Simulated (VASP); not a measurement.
# SiC (P6_3mc) in VASP: relaxation of the atoms with r2SCAN

Aim: the relaxation of the atoms of SiC with r2SCAN.

All numbers are computed with VASP 6.6.1; they aren't measurements. Logs are shortened: lines on timing, memory, paths and dates and some standing lists are left out, and cuts for length are marked.

## (1) The cell of the first run

It takes space group P6_3mc (No. 186, hexagonal). Conventional cell: a = 3.136 Å, b = 3.136 Å, c = 5.148 Å, α = 90.00°, β = 90.00°, γ = 120.00°. Si (site symmetry 3m) has 4 C at 1.92 to 1.93 Å within 2.5 Å. C (site symmetry 3m) has 4 Si at 1.92 to 1.93 Å within 2.5 Å.

## (2) Relaxation of the atoms, r2SCAN

POSCAR reads:

```
SiC
1.0
    3.1358314800      0.0000000000      0.0000000000
   -1.5679157400      2.7157097200      0.0000000000
    0.0000000000      0.0000000000      5.1476384000
Si C
2 2
Direct
    0.3333333300      0.6666666700      0.0046022700
    0.6666666700      0.3333333300      0.5046022700
    0.3333333300      0.6666666700      0.3803977300
    0.6666666700      0.3333333300      0.8803977300
```

INCAR.step1 reads:

```
ALGO     = Normal         # electronic algorithm
EDIFF    = 1E-4           # SCF threshold, eV
ENCUT    = 520            # plane-wave cutoff, eV
GGA      = PE             # functional
ISMEAR   = -1             # smearing method
LASPH    = True           # aspherical terms in the spheres
LCHARG   = False          # write CHGCAR
LREAL    = False          # projectors in reciprocal space
LWAVE    = True           # write WAVECAR
NELM     = 60             # most SCF steps
PREC     = Accurate       # precision mode
SIGMA    = 0.02           # smearing width, eV
```

INCAR.step2 reads:

```
ALGO     = Normal         # electronic algorithm
EDIFF    = 1E-6           # SCF threshold, eV
EDIFFG   = -0.01          # ionic threshold
ENCUT    = 520            # plane-wave cutoff, eV
IBRION   = 2              # ionic algorithm
ISIF     = 2              # what is computed and relaxed
ISMEAR   = -1             # smearing method
ISTART   = 1            
LASPH    = True           # aspherical terms in the spheres
LCHARG   = False          # write CHGCAR
LMIXTAU  = True         
LREAL    = False          # projectors in reciprocal space
LWAVE    = False          # write WAVECAR
METAGGA  = R2SCAN         # meta-GGA
NELM     = 60             # most SCF steps
NSW      = 50             # ionic steps
PREC     = Accurate       # precision mode
SIGMA    = 0.02           # smearing width, eV
```

KPOINTS reads:

```
k-points
0
Gamma
  12 12 6
```

Potentials or basis: VASP PAW PBE potentials, release 64 (Si, C).

On the command line:

```console
> cat potpaw_PBE.64/Si/POTCAR potpaw_PBE.64/C/POTCAR > POTCAR
> cp INCAR.step1 INCAR
> mpirun -np 1 vasp_std > vasp.out
> cp INCAR.step2 INCAR
> mpirun -np 1 vasp_std > vasp.out
```

OUTCAR:

```text
EDIFF = 1E-6
   EDIFFG = -0.01
   ENCUT = 520
   IBRION = 2
   ISIF = 2
   ISMEAR = -1
   ISTART = 1
   LASPH = True
   LREAL = False
   METAGGA = R2SCAN
   NELM = 60
   NSW = 50
   PREC = Accurate

 ion  position               nearest neighbor table
   1  0.333  0.667  0.005-   4 1.92   4 1.92   4 1.92   3 1.93   2 3.15   2 3.15   2 3.15   2 3.15
                             2 3.15   2 3.15
   2  0.667  0.333  0.505-   3 1.92   3 1.92   3 1.92   4 1.93   1 3.15   1 3.15   1 3.15   1 3.15
                             1 3.15   1 3.15
   3  0.333  0.667  0.380-   2 1.92   2 1.92   2 1.92   1 1.93
   4  0.667  0.333  0.880-   1 1.92   1 1.92   1 1.92   2 1.93

  LATTYP: Found a hexagonal cell.
 ALAT       =     3.1358314800
 C/A-ratio  =     1.6415545391

  Lattice vectors:

 A1 = (   3.1358314800,   0.0000000000,   0.0000000000)
 A2 = (  -1.5679157400,   2.7157097200,   0.0000000000)
 A3 = (   0.0000000000,   0.0000000000,   5.1476384000)

Analysis of symmetry for initial positions (statically):
=====================================================================
 Subroutine PRICEL returns:
 Original cell was already a primitive cell.

 Routine SETGRP: Setting up the symmetry group for a
 hexagonal supercell.

 Subroutine GETGRP returns: Found 12 space group operations
 (whereof  6 operations were pure point group operations)
 out of a pool of 24 trial point group operations.

The static configuration has the point symmetry C_3v.
 The point group associated with its full space group is C_6v.

Analysis of symmetry for dynamics (positions and initial velocities):
=====================================================================
 Subroutine PRICEL returns:
 Original cell was already a primitive cell.

 Routine SETGRP: Setting up the symmetry group for a
 hexagonal supercell.

 Subroutine GETGRP returns: Found 12 space group operations
 (whereof  6 operations were pure point group operations)
 out of a pool of 24 trial point group operations.

The dynamic configuration has the point symmetry C_3v.
 The point group associated with its full space group is C_6v.

 Subroutine INISYM returns: Found 12 space group operations
 (whereof  6 operations are pure point group operations),
 and found     1 'primitive' translations

----------------------------------------------------------------------------------------

                                     Primitive cell

  volume of cell :      43.8373

  direct lattice vectors                    reciprocal lattice vectors
     3.135831480  0.000000000  0.000000000     0.318894688  0.184113934  0.000000000
    -1.567915740  2.715709720  0.000000000     0.000000000  0.368227868  0.000000000
     0.000000000  0.000000000  5.147638400     0.000000000  0.000000000  0.194263840

  length of vectors
     3.135831480  3.135831477  5.147638400     0.368227868  0.368227868  0.194263840

  position of ions in fractional coordinates (direct lattice)
     0.333333330  0.666666670  0.004602270
     0.666666670  0.333333330  0.504602270
     0.333333330  0.666666670  0.380397730
     0.666666670  0.333333330  0.880397730

  ion indices of the primitive-cell ions
   primitive index   ion index
                 1           1
                 2           2
                 3           3
                 4           4

----------------------------------------------------------------------------------------

 KPOINTS: k-points

Automatic generation of k-mesh.
 Grid dimensions read from file:
 generate k-points for:   12   12    6

 Generating k-lattice:

  Cartesian coordinates                     Fractional coordinates (reciprocal lattice)
     0.026574557  0.015342828  0.000000000     0.083333333 -0.000000000  0.000000000
     0.000000000  0.030685656  0.000000000     0.000000000  0.083333333  0.000000000
     0.000000000  0.000000000  0.032377307     0.000000000  0.000000000  0.166666667

  Length of vectors
     0.030685656  0.030685656  0.032377307

  Shift w.r.t. Gamma in fractional coordinates (k-lattice)
     0.000000000  0.000000000  0.000000000
[... 45 lines left out ...]
   ISPIN  =      1    spin polarized calculation?
   LNONCOLLINEAR =      F non collinear calculations
   LSORBIT =      F    spin-orbit coupling
   LASPH  =      T    aspherical Exc in radial PAW
   ENCUT  =  520.0 eV  38.22 Ry    6.18 a.u.   5.83  5.83  9.57*2*pi/ulx,y,z
   NELM   =     60;   NELMIN=  2; NELMDL=  0     # of ELM steps
   EDIFF  = 0.1E-05   stopping-criterion for ELM
   LREAL  =      F    real-space projection
   EDIFFG = -.1E-01   stopping-criterion for IOM
   NSW    =     50    number of steps for IOM
   IBRION =      2    ionic relax: 0-MD 1-quasi-New 2-CG
   NFREE  =      1    steps in history (QN), initial steepest desc. (CG)
   ISIF   =      2    stress and relaxation
   ISYM   =      2    0-nonsym 1-usesym 2-fastsym
   POTIM  = 0.5000    time-step for ionic-motion
   TEBEG  =    0.0;   TEEND  =   0.0 temperature during run
   PSTRESS=    0.0 pullay stress
   NELECT =      16.0000    total number of electrons
   NUPDOWN=      -1.0000    fix difference up-down
   EMIN   =  10.00;   EMAX   =-10.00  energy-range for DOS
   EFERMI =   0.00;   METHOD = LEGACY
   ISMEAR =    -1;   SIGMA  =   0.02  broadening in eV -4-tet -1-fermi 0-gaus
   EFERMI_NEDOS =   21; number of points for ismear=-14 and -15
   IALGO  =     38    algorithm
   IMIX   =      4    mixing-type and parameters
     AMIX     =   0.40;   BMIX     =  1.00
     AMIX_MAG =   1.60;   BMIX_MAG =  1.00
  volume/ion in A,a.u.               =      10.96        73.96
  Fermi-wavevector in a.u.,A,eV,Ry     =   1.169949  2.210882 18.623380  1.368780
  Thomas-Fermi vector in A             =   2.306414
   LORBIT       =      0    0 simple, 1 ext, 2 COOP (PROOUT), +10 PAW based schemes
   METAGGA = R2SCAN    functional components
   LHFCALC =     F    Hartree Fock is set to
   AEXX    =    0.0000 exact exchange contribution
   IVDW    =     0    specifies the selected vdW correction
   LEPSILON=     F    determine dielectric tensor
   LRPA    =     F    only Hartree local field effects (RPA)
 conjugate gradient relaxation of ions
 non-spin polarized calculation
  energy-cutoff  :      520.00
  volume of cell :       43.84
 maximum number of plane-waves:      1200
 NGX is ok and might be reduce to    24
   NGX = 11   NGY = 11   NGZ = 19

--------------------------------------- Ionic step        1  -------------------------------------------

 number of electron      16.0000002 magnetization

 Free energy of the ion-electron system (eV)
  ---------------------------------------------------
  ext. energy  EPLUGINS =         0.00000000
  ---------------------------------------------------
  free energy    TOTEN  =       -38.53943358 eV

  energy without entropy =      -38.53943358  energy(sigma->0) =      -38.53943358

------------------------ aborting loop because EDIFF is reached ----------------------------------------

  FORCE on cell =-STRESS in cart. coord.  units (eV):
  Direction    XX          YY          ZZ          XY          YZ          ZX
  --------------------------------------------------------------------------------------
  -------------------------------------------------------------------------------------
  Total       -3.3180550     -3.3180550     -3.2281122      0.0000000      0.0000000      0.0000000
  in kB     -121.2690761   -121.2690757   -117.9818264      0.0000000      0.0000000      0.0000000
  external PRESSURE =    -120.1733261 kB  Pullay stress =       0.0000000 kB

 VOLUME and BASIS-vectors are now :
 -----------------------------------------------------------------------------
  energy-cutoff  :      520.00
  volume of cell :       43.84
      direct lattice vectors                 reciprocal lattice vectors
     3.135831480  0.000000000  0.000000000     0.318894688  0.184113934  0.000000000
    -1.567915740  2.715709720  0.000000000     0.000000000  0.368227868  0.000000000
     0.000000000  0.000000000  5.147638400     0.000000000  0.000000000  0.194263840

 POSITION                                       TOTAL-FORCE (eV/Angst)
 -----------------------------------------------------------------------------------
     -0.00000      1.81047      0.02369        -0.000000      0.000000     -0.010301
      1.56792      0.90524      2.59751         0.000000     -0.000000     -0.010301
     -0.00000      1.81047      1.95815        -0.000000      0.000000      0.010301
      1.56792      0.90524      4.53197         0.000000     -0.000000      0.010301
 -----------------------------------------------------------------------------------
    total drift:                               -0.000004      0.000003      0.000260

  FREE ENERGIE OF THE ION-ELECTRON SYSTEM (eV)
  ---------------------------------------------------
  free  energy   TOTEN  =       -38.5394335823 eV

  energy  without entropy=      -38.5394335823  energy(sigma->0) =      -38.53943358

--------------------------------------- Ionic step        2  -------------------------------------------

 number of electron      16.0000002 magnetization

 Free energy of the ion-electron system (eV)
  ---------------------------------------------------
  ext. energy  EPLUGINS =         0.00000000
  ---------------------------------------------------
  free energy    TOTEN  =       -38.53943102 eV

  energy without entropy =      -38.53943102  energy(sigma->0) =      -38.53943102

 E-fermi :   7.9019     XC(G=0): -11.6691

 val. band max:        7.4952952399   @ k =   0.0000   0.0000   0.0000
 cond. band min:      10.2422541889   @ k =   0.3333   0.3333   0.0000
 fundamental gap:      2.7469589490
 Fermi energy:         7.9018658047

 k-point     1 :       0.0000    0.0000    0.0000
  band No.  band energies     occupation
      1      -8.3904      2.00000
      2      -4.9782      2.00000
      3      -1.1630      2.00000
      4       6.1401      2.00000
      5       6.1401      2.00000
      6       7.3926      2.00000
      7       7.4953      2.00000
      8       7.4953      2.00000
      9      12.3545      0.00000
     10      13.6050      0.00000
     11      14.3215      0.00000
     12      14.3215      0.00000
[... 331 lines left out ...]
 k-point    24 :       0.3333    0.0000    0.1667
  band No.  band energies     occupation
      1      -6.4499      2.00000
      2      -4.0219      2.00000
      3       0.0663      2.00000
      4       1.9044      2.00000
      5       2.5986      2.00000
      6       4.6145      2.00000
      7       5.8880      2.00000
      8       6.3572      2.00000
      9      11.1746      0.00000
     10      12.3171      0.00000
     11      14.4992      0.00000
     12      15.5853      0.00000

 [... further k-points ...]
[... 5 lines left out ...]
  --------------------------------------------------------------------------------------
  -------------------------------------------------------------------------------------
  Total       -3.3131262     -3.3131261     -3.2394244      0.0000000      0.0000000      0.0000000
  in kB     -121.0889353   -121.0889350   -118.3952666      0.0000000      0.0000000      0.0000000
  external PRESSURE =    -120.1910456 kB  Pullay stress =       0.0000000 kB

 VOLUME and BASIS-vectors are now :
 -----------------------------------------------------------------------------
  energy-cutoff  :      520.00
  volume of cell :       43.84
      direct lattice vectors                 reciprocal lattice vectors
     3.135831480  0.000000000  0.000000000     0.318894688  0.184113934  0.000000000
    -1.567915740  2.715709720  0.000000000     0.000000000  0.368227868  0.000000000
     0.000000000  0.000000000  5.147638400     0.000000000  0.000000000  0.194263840

 POSITION                                       TOTAL-FORCE (eV/Angst)
 -----------------------------------------------------------------------------------
     -0.00000      1.81047      0.02319        -0.000000      0.000000      0.005453
      1.56792      0.90524      2.59701         0.000000      0.000000      0.005453
     -0.00000      1.81047      1.95865         0.000000     -0.000000     -0.005453
      1.56792      0.90524      4.53247        -0.000000      0.000000     -0.005453
 -----------------------------------------------------------------------------------
    total drift:                               -0.000004      0.000003      0.001235

  FREE ENERGIE OF THE ION-ELECTRON SYSTEM (eV)
  ---------------------------------------------------
  free  energy   TOTEN  =       -38.5394310205 eV

  energy  without entropy=      -38.5394310205  energy(sigma->0) =      -38.53943102

 reached required accuracy - stopping structural energy minimisation
```

Run time: 88 s. Hardware: 1 thread of Intel Xeon Platinum 8488C (Sapphire Rapids), shared host; peak memory 0.18 GiB.

What came out:

```
Free energy                  : -38.5394 eV
Ionic steps                  : 2
Pressure after relaxing      : -12.0 GPa
Largest force after relaxing : 0.005 eV/Å
Band gap on the k mesh       : 2.75 eV (least direct gap 4.35 eV)
```

Forces on the atoms (eV/Å):
```
Si   0.000  0.000  0.005
Si   0.000  0.000  0.005
C    0.000  0.000 -0.005
C    0.000  0.000 -0.005
```

Stress tensor (GPa, compression positive):
```
-12.11   0.00   0.00
  0.00 -12.11   0.00
  0.00   0.00 -11.84
```

Final structure:
```
Si C
1.0
     3.13583    0.00000    0.00000
    -1.56792    2.71571    0.00000
     0.00000    0.00000    5.14764
Si C
2 2
Cartesian
  0.0000 1.8105 0.0232
  1.5679 0.9052 2.5970
  0.0000 1.8105 1.9586
  1.5679 0.9052 4.5325
```

Levels at points of the mesh, in eV from the valence-band top:
| k point | band 6 | band 7 | band 8 | band 9 | band 10 | band 11 |
| --- | --- | --- | --- | --- | --- | --- |
| (0.00, 0.00, 0.00) | -0.10 | 0.00 | 0.00 | 4.86 | 6.11 | 6.83 |
| (0.50, 0.00, 0.00) | -3.36 | -3.19 | -1.24 | 3.11 | 4.59 | 6.99 |
| (0.00, 0.00, 0.50) | -0.74 | -0.74 | -0.74 | 5.96 | 5.96 | 7.56 |
| (0.50, 0.00, 0.50) | -2.48 | -2.37 | -2.37 | 3.57 | 3.57 | 5.53 |

Caveat: the PAW data sets were made with another functional, which shifts forces and pressure a little.
